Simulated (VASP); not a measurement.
# WC (Qusongite) in VASP: settings compared

The runs below take WC (Qusongite) through single point, with PBE, PBEsol.

All numbers are computed with VASP 6.6.1; they aren't measurements. Logs are shortened: lines on timing, memory, paths and dates and some standing lists are left out, and cuts for length are marked.

## (1) The cell of the first run

Symmetry: P-6m2, No. 187, hexagonal system. The conventional cell has a = 2.917 Å, b = 2.917 Å, c = 2.842 Å, α = 90.00°, β = 90.00°, γ = 120.00°. Within 2.9 Å of W (site symmetry -6m2) lie 6 C at 2.20 Å and 2 W at 2.84 Å. C (site symmetry -6m2) has 6 W at 2.20 Å and 2 C at 2.84 Å within 2.9 Å.

## (2) Single point, PBE

Contents of INCAR:

```
PREC = Accurate
ENCUT = 910
EDIFF = 1E-6
ISMEAR = -1
SIGMA = 0.05
LREAL = F
LASPH = T
NELM = 120
ALGO = Normal
ISIF = 2
LWAVE = F
LCHARG = F
GGA = PE
NBANDS = 16
GGA_COMPAT = F
```

Contents of KPOINTS:

```
regular mesh
0
Gamma
  10 10 9
```

Contents of POSCAR:

```
WC
1.0
    2.9171597875      0.0000000000      0.0000000000
   -1.4585798938      2.5263344829      0.0000000000
    0.0000000000      0.0000000000      2.8415969458
W C
1 1
Direct
    0.0000000000      0.0000000000      0.0000000000
    0.6666666667      0.3333333333      0.5000000000
```

Potentials or basis: VASP PAW PBE potentials, release 64 (W_sv, C_h).

Command:

```sh
cat potpaw_PBE.64/W_sv/POTCAR potpaw_PBE.64/C_h/POTCAR > POTCAR
mpirun -np 1 vasp_std > vasp.out
```

OUTCAR:

```text
PREC = Accurate
   ENCUT = 910
   EDIFF = 1E-6
   ISMEAR = -1
   LREAL = F
   LASPH = T
   NELM = 120
   ISIF = 2
   GGA = PE

 ion  position               nearest neighbor table
   1  0.000  0.000  0.000-   2 2.20   2 2.20   2 2.20   2 2.20   2 2.20   2 2.20
   2  0.667  0.333  0.500-   1 2.20   1 2.20   1 2.20   1 2.20   1 2.20   1 2.20

  LATTYP: Found a hexagonal cell.
 ALAT       =     2.9171597875
 C/A-ratio  =     0.9740971194

  Lattice vectors:

 A1 = (   2.9171597875,   0.0000000000,   0.0000000000)
 A2 = (  -1.4585798938,   2.5263344829,   0.0000000000)
 A3 = (   0.0000000000,   0.0000000000,   2.8415969458)

Analysis of symmetry for initial positions (statically):
=====================================================================
 Subroutine PRICEL returns:
 Original cell was already a primitive cell.

 Routine SETGRP: Setting up the symmetry group for a
 hexagonal supercell.

 Subroutine GETGRP returns: Found 12 space group operations
 (whereof 12 operations were pure point group operations)
 out of a pool of 24 trial point group operations.

The static configuration has the point symmetry D_3h.

Analysis of symmetry for dynamics (positions and initial velocities):
=====================================================================
 Subroutine PRICEL returns:
 Original cell was already a primitive cell.

 Routine SETGRP: Setting up the symmetry group for a
 hexagonal supercell.

 Subroutine GETGRP returns: Found 12 space group operations
 (whereof 12 operations were pure point group operations)
 out of a pool of 24 trial point group operations.

The dynamic configuration has the point symmetry D_3h.

 Subroutine INISYM returns: Found 12 space group operations
 (whereof 12 operations are pure point group operations),
 and found     1 'primitive' translations

----------------------------------------------------------------------------------------

                                     Primitive cell

  volume of cell :      20.9418

  direct lattice vectors                    reciprocal lattice vectors
     2.917159788  0.000000000  0.000000000     0.342799186  0.197915202  0.000000000
    -1.458579894  2.526334483  0.000000000     0.000000000  0.395830404  0.000000000
     0.000000000  0.000000000  2.841596946     0.000000000  0.000000000  0.351914793
[... 70 lines left out ...]
   dimension x,y,z NGXF=    60 NGYF=   60 NGZF=   56
   ions per type =               1   1
   NGX,Y,Z   is equivalent  to a cutoff of  17.10, 17.10, 16.38 a.u.
   NGXF,Y,Z  is equivalent  to a cutoff of  34.19, 34.19, 32.76 a.u.
 SYSTEM =  unknown system
   PREC   = accura    normal or accurate (medium, high low for compatibility)
   ISTART =      0    job   : 0-new  1-cont  2-samecut
   ICHARG =      2    charge: 1-file 2-atom 10-const
   ISPIN  =      1    spin polarized calculation?
   LNONCOLLINEAR =      F non collinear calculations
   LSORBIT =      F    spin-orbit coupling
   LASPH  =      T    aspherical Exc in radial PAW
   ENCUT  =  910.0 eV  66.88 Ry    8.18 a.u.   7.18  7.18  6.99*2*pi/ulx,y,z
   NELM   =    120;   NELMIN=  2; NELMDL= -5     # of ELM steps
   EDIFF  = 0.1E-05   stopping-criterion for ELM
   LREAL  =      F    real-space projection
   EDIFFG = 0.1E-04   stopping-criterion for IOM
   NSW    =      0    number of steps for IOM
   IBRION =     -1    ionic relax: 0-MD 1-quasi-New 2-CG
   NFREE  =      0    steps in history (QN), initial steepest desc. (CG)
   ISIF   =      2    stress and relaxation
   ISYM   =      2    0-nonsym 1-usesym 2-fastsym
   POTIM  = 0.5000    time-step for ionic-motion
   TEBEG  =    0.0;   TEEND  =   0.0 temperature during run
   PSTRESS=    0.0 pullay stress
   NELECT =      18.0000    total number of electrons
   NUPDOWN=      -1.0000    fix difference up-down
   EMIN   =  10.00;   EMAX   =-10.00  energy-range for DOS
[... 5 lines left out ...]
     AMIX     =   0.40;   BMIX     =  1.00
     AMIX_MAG =   1.60;   BMIX_MAG =  1.00
  volume/ion in A,a.u.               =      10.47        70.66
  Fermi-wavevector in a.u.,A,eV,Ry     =   1.556543  2.941440 32.964555  2.422826
  Thomas-Fermi vector in A             =   2.660324
   LORBIT       =      0    0 simple, 1 ext, 2 COOP (PROOUT), +10 PAW based schemes
   GGA     = PE    functional components
   LHFCALC =     F    Hartree Fock is set to
   AEXX    =    0.0000 exact exchange contribution
   IVDW    =     0    specifies the selected vdW correction
   LEPSILON=     F    determine dielectric tensor
   LRPA    =     F    only Hartree local field effects (RPA)
 non-spin polarized calculation
  energy-cutoff  :      910.00
  volume of cell :       20.94
 maximum number of plane-waves:      1322
 NGX is ok and might be reduce to    30
   NGX = 15   NGY = 15   NGZ = 13

 number of electron      18.0000001 magnetization

 Free energy of the ion-electron system (eV)
  ---------------------------------------------------
  ext. energy  EPLUGINS =         0.00000000
  ---------------------------------------------------
  free energy    TOTEN  =       -22.45915077 eV

  energy without entropy =      -22.45727477  energy(sigma->0) =      -22.45821277

 E-fermi :  11.2752     XC(G=0): -13.7835

 val. band max:       11.1876002013   @ k =   0.0000   0.0000   0.3333
 cond. band min:      11.2910633581   @ k =   0.1000  -0.0000   0.3333
 fundamental gap:      0.1034631569
 Fermi energy:        11.2752111575

 k-point     1 :       0.0000    0.0000    0.0000
  band No.  band energies     occupation
      1     -62.7419      2.00000
      2     -26.7214      2.00000
      3     -26.6251      2.00000
      4     -26.6251      2.00000
      5      -3.1060      2.00000
      6       7.0202      2.00000
[... 433 lines left out ...]
      3     -26.8430      2.00000
      4     -26.6962      2.00000
      5       0.2910      2.00000
      6       4.4303      2.00000
[... 8 lines left out ...]
     15      24.5537      0.00000
     16      28.5972      0.00000

 [... further k-points ...]
[... 5 lines left out ...]
  --------------------------------------------------------------------------------------
  -------------------------------------------------------------------------------------
  Total        0.3774308      0.3774308      0.4096460     -0.0000000     -0.0000000      0.0000000
  in kB       28.8758196     28.8758196     31.3404888     -0.0000000     -0.0000000      0.0000000
  external PRESSURE =      29.6973760 kB  Pullay stress =       0.0000000 kB

 VOLUME and BASIS-vectors are now :
 -----------------------------------------------------------------------------
  energy-cutoff  :      910.00
  volume of cell :       20.94
      direct lattice vectors                 reciprocal lattice vectors
     2.917159788  0.000000000  0.000000000     0.342799186  0.197915202  0.000000000
    -1.458579894  2.526334483  0.000000000     0.000000000  0.395830404  0.000000000
     0.000000000  0.000000000  2.841596946     0.000000000  0.000000000  0.351914793

 POSITION                                       TOTAL-FORCE (eV/Angst)
 -----------------------------------------------------------------------------------
      0.00000      0.00000      0.00000        -0.000000      0.000000      0.000000
      1.45858      0.84211      1.42080         0.000000      0.000000      0.000000
 -----------------------------------------------------------------------------------
    total drift:                               -0.000000      0.000000      0.000000

  FREE ENERGIE OF THE ION-ELECTRON SYSTEM (eV)
  ---------------------------------------------------
  free  energy   TOTEN  =       -22.4591507746 eV

  energy  without entropy=      -22.4572747689  energy(sigma->0) =      -22.45821277
```

OSZICAR:

```text
N       E                     dE             d eps       ncg     rms          rms(c)
DAV:   1     0.151469845056E+03    0.15147E+03   -0.13041E+04  2240   0.187E+03
DAV:   2    -0.199052894327E+02   -0.17138E+03   -0.16561E+03  2704   0.440E+02
DAV:   3    -0.254802827435E+02   -0.55750E+01   -0.55296E+01  2488   0.685E+01
DAV:   4    -0.255221700108E+02   -0.41887E-01   -0.41881E-01  2888   0.655E+00
DAV:   5    -0.255224463647E+02   -0.27635E-03   -0.27635E-03  2576   0.535E-01    0.319E+01
DAV:   6    -0.225430509280E+02    0.29794E+01   -0.57145E+00  3168   0.258E+01    0.826E+00
DAV:   7    -0.224861572154E+02    0.56894E-01   -0.45108E-01  2336   0.538E+00    0.605E+00
DAV:   8    -0.224606009589E+02    0.25556E-01   -0.74554E-02  2520   0.250E+00    0.109E+00
DAV:   9    -0.224591855476E+02    0.14154E-02   -0.34937E-03  2440   0.504E-01    0.114E-01
DAV:  10    -0.224591526545E+02    0.32893E-04   -0.38483E-04  2648   0.226E-01    0.475E-02
DAV:  11    -0.224591524693E+02    0.18526E-06   -0.18789E-05  2656   0.413E-02    0.113E-02
DAV:  12    -0.224591508426E+02    0.16267E-05   -0.43548E-06  2616   0.194E-02    0.108E-03
DAV:  13    -0.224591507746E+02    0.68005E-07   -0.22662E-07  1232   0.444E-03
   1 F= -.22459151E+02 E0= -.22458213E+02  d E =-.187601E-02
```

stdout:

```text
POSCAR found type information on POSCAR W C
 POSCAR found :  2 types and       2 ions
 scaLAPACK will be used
 LDA part: xc-table for (Slater+PW92), standard interpolation
 POSCAR, INCAR and KPOINTS ok, starting setup
 FFT: planning ... GRIDC
 FFT: planning ... GRID_SOFT
 FFT: planning ... GRID
 WAVECAR not read
 entering main loop
```

It took 32 s on 1 thread of Intel Xeon Platinum 8375C at 2.90GHz (Ice Lake), shared host; peak memory 0.2 GiB.

What came out:

| Property | Result |
| --- | --- |
| Free energy | -22.4592 eV |
| Pressure | 3.0 GPa |
| Band gap on the k mesh | zero (band 9 reaches 11.94 eV, above the bottom of band 10 at 10.75 eV) |

Stress tensor (GPa, compression positive):
```
2.89 0.00 0.00
0.00 2.89 0.00
0.00 0.00 3.13
```

Levels at points of the mesh, in eV from the Fermi level:
```
           k point  band 7  band 8  band 9  band 10  band 11  band 12
(0.00, 0.00, 0.00)   -3.31   -3.31    0.10     3.20     3.20     5.58
(0.50, 0.00, 0.00)   -3.56   -3.52   -0.48     2.33     4.47     4.81
```

Caveat: the cutoff is under 1.25 times the usual one of these potentials, so pressure, stress and relaxed cells hold a basis-set (Pulay) error; spin-orbit coupling is left out, which moves the levels of the heavy elements.

## (3) Single point, PBE

This run uses another cell than the first one, of 10.38 Å³/atom, 0.991 times its volume.

Contents of INCAR:

```
SYSTEM = WC
ALGO = Normal ; EDIFF = 1E-6
ENCUT = 520 ; GGA = PE
ISIF = 2 ; ISMEAR = 1
LASPH = .True. ; LCHARG = .False.
LREAL = .False. ; LWAVE = .False.
NBANDS = 16 ; NELM = 80
PREC = Accurate ; SIGMA = 0.1
```

Contents of KPOINTS:

```
k-points
0
Gamma
  8 8 7
  0 0 0
```

Contents of POSCAR:

```
WC
1.0
    2.9065000000      0.0000000000      0.0000000000
   -1.4532500000      2.5171028361      0.0000000000
    0.0000000000      0.0000000000      2.8366000000
W C
1 1
Direct
    0.0059450000      0.0066780000      0.0194740000
    0.6820890000      0.3248480000      0.5199400000
```

Potentials or basis: VASP PAW PBE potentials, release 64 (W_sv, C).

Command:

```sh
cat potpaw_PBE.64/W_sv/POTCAR potpaw_PBE.64/C/POTCAR > POTCAR
mpirun -np 1 vasp_std > vasp.out
```

OUTCAR:

```text
SYSTEM = WC
   EDIFF = 1E-6
   ENCUT = 520
   GGA = PE
   ISIF = 2
   ISMEAR = 1
   LASPH = .True.
   LREAL = .False.
   NELM = 80
   PREC = Accurate

 ion  position               nearest neighbor table
   1  0.006  0.007  0.019-   2 2.15   2 2.15   2 2.22   2 2.22   2 2.23   2 2.23
   2  0.682  0.325  0.520-   1 2.15   1 2.15   1 2.22   1 2.22   1 2.23   1 2.23

  LATTYP: Found a hexagonal cell.
 ALAT       =     2.9065000000
 C/A-ratio  =     0.9759504559

  Lattice vectors:
[... 644 lines left out ...]

------------------------ aborting loop because EDIFF is reached ----------------------------------------

  FORCE on cell =-STRESS in cart. coord.  units (eV):
  Direction    XX          YY          ZZ          XY          YZ          ZX
  --------------------------------------------------------------------------------------
  -------------------------------------------------------------------------------------
  Total        1.1801020      0.7720070      0.8771137     -0.2864014     -0.0027828      0.0037844
  in kB       91.1088842     59.6022222     67.7169011    -22.1114014     -0.2148432      0.2921706
  external PRESSURE =      72.8093358 kB  Pullay stress =       0.0000000 kB

 VOLUME and BASIS-vectors are now :
 -----------------------------------------------------------------------------
  energy-cutoff  :      520.00
  volume of cell :       20.75
      direct lattice vectors                 reciprocal lattice vectors
     2.906500000  0.000000000  0.000000000     0.344056425  0.198641070  0.000000000
    -1.453250000  2.517102836  0.000000000     0.000000000  0.397282139  0.000000000
     0.000000000  0.000000000  2.836600000     0.000000000  0.000000000  0.352534725

 POSITION                                       TOTAL-FORCE (eV/Angst)
 -----------------------------------------------------------------------------------
      0.00757      0.01681      0.05524         0.825767     -0.621884      0.019065
      1.51041      0.81768      1.47486        -0.825767      0.621884     -0.019065
 -----------------------------------------------------------------------------------
    total drift:                               -0.000005      0.000003     -0.000012

  FREE ENERGIE OF THE ION-ELECTRON SYSTEM (eV)
  ---------------------------------------------------
  free  energy   TOTEN  =       -22.4137293644 eV

  energy  without entropy=      -22.4137965809  energy(sigma->0) =      -22.41375177
```

stdout:

```text
POSCAR found type information on POSCAR W C
 POSCAR found :  2 types and       2 ions
 scaLAPACK will be used
 LDA part: xc-table for (Slater+PW92), standard interpolation
 POSCAR, INCAR and KPOINTS ok, starting setup
 FFT: planning ... GRIDC
 FFT: planning ... GRID_SOFT
 FFT: planning ... GRID
 WAVECAR not read
 entering main loop
```

Wall time 39 s (1 thread of AMD EPYC 9R45 (Zen 5), shared host); peak memory 0.16 GiB.

What came out:

| Quantity | Value |
| --- | --- |
| Free energy | -22.4137 eV |
| Pressure | 7.3 GPa |
| Largest force | 1.034 eV/Å |
| Band gap on the k mesh | zero (band 9 reaches 11.55 eV, above the bottom of band 10 at 10.62 eV) |

Forces in eV/Å, atoms in the order of the input:
```
W    0.826 -0.622  0.019
C   -0.826  0.622 -0.019
```

Caveat: spin-orbit coupling is left out, which moves the levels of the heavy elements; forces of over 1 eV/Å act on the atoms, so gaps and moduli don't describe the material at rest.

## (4) Single point, PBEsol, non-collinear spin, zero start, spin-orbit coupling

This run uses another cell than the first one, of 10.38 Å³/atom, 0.991 times its volume.

Contents of INCAR:

```
PREC = Accurate ; ENCUT = 520
EDIFF = 1E-6 ; ISMEAR = 0
SIGMA = 0.05 ; LREAL = False
LASPH = True ; NELM = 150
ALGO = Normal ; ISIF = 2
LWAVE = False ; LCHARG = False
LNONCOLLINEAR = True ; MAGMOM = 0 0 0 0 0 0
LORBIT = 11 ; LSORBIT = True
GGA_COMPAT = False ; LORBMOM = True
LMAXMIX = 4 ; GGA = PS
NBANDS = 30
```

Contents of KPOINTS:

```
regular mesh
0
Gamma
  8 8 7
```

Contents of POSCAR:

```
WC
1.0
    2.9065000000      0.0000000000      0.0000000000
   -1.4532500000      2.5171028361      0.0000000000
    0.0000000000      0.0000000000      2.8366000000
W C
1 1
Direct
    0.0000000000      0.0000000000      0.0000000000
    0.6666666667      0.3333333333      0.5000000000
```

Command:

```sh
cat potpaw_PBE.64/W_sv/POTCAR potpaw_PBE.64/C/POTCAR > POTCAR
mpirun -np 1 vasp_ncl > vasp.out
```

It took 42 s on 1 thread of AMD EPYC 9R45 (Zen 5), shared host; peak memory 0.2 GiB.

The run converged. Its results:

* Free energy: -24.6554 eV
* Pressure: -1.8 GPa
* Net moment: 0.00 μB per cell
* Valence electrons inside the program's atomic spheres: W 12.21; C 2.41

Stress tensor (GPa, compression positive):
```
-1.25  0.00  0.00
 0.00 -1.25  0.00
 0.00  0.00 -2.84
```

Moments on the atoms (μB; x, y, z):
```
W   0.00 0.00 0.00
C   0.00 0.00 0.00
```

Caveat: the PAW data sets were made with another functional, which shifts forces and pressure a little.

(Continued in part 2 of 2.)
